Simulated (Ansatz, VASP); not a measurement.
**One calculation of AlCu3, two programs**

```
Al Cu
1.0
     0.00000    2.88347    2.88347
     2.88347    0.00000    2.88347
     2.88347    2.88347    0.00000
Al Cu
1 3
Direct
  0.99566 0.00434 0.00434
  0.49973 0.50027 0.50027
  0.25106 0.24894 0.24894
  0.75106 0.74894 0.74894
```

Change from the starting cell: mode 10 (297.4 1/cm) frozen in, largest displacement +0.025 Å.

Alike in both runs: task single point; functional PBEsol; k mesh 14 × 14 × 14; occupations gaussian, width 0.15 eV; no spin polarisation.

|  | VASP | Ansatz |
| --- | --- | --- |
| version | VASP 6.6.1 | Ansatz 0.2.0 |
| potentials or method | VASP PAW PBE potentials, release 64 (Al, Cu), cutoff 520 eV | scalar-relativistic, plane waves, PAW |
| valence electrons in the cell | 36 | 60 |

|  | VASP | Ansatz | Ansatz less VASP |
| --- | --- | --- | --- |
| gap on the k mesh at the Fermi level (eV) | none | none | - |
| pressure (GPa) | 0.8 | 0.1 | -0.67 |
| rms of the force components (eV/Å) | 0.082 | 0.082 | -0.0004 |

VASP's potentials were made for PBE, not for PBEsol. Atom by atom the forces differ by 0.000 eV/Å (rms over components). A gap of «none» marks a metal or a gap that the smearing closes. With one functional, cell and mesh, what is left measures potentials, basis and numerics. VASP's potentials hold 36 valence electrons a cell and Ansatz's 60, so a difference there can come from the potentials and not from the codes.
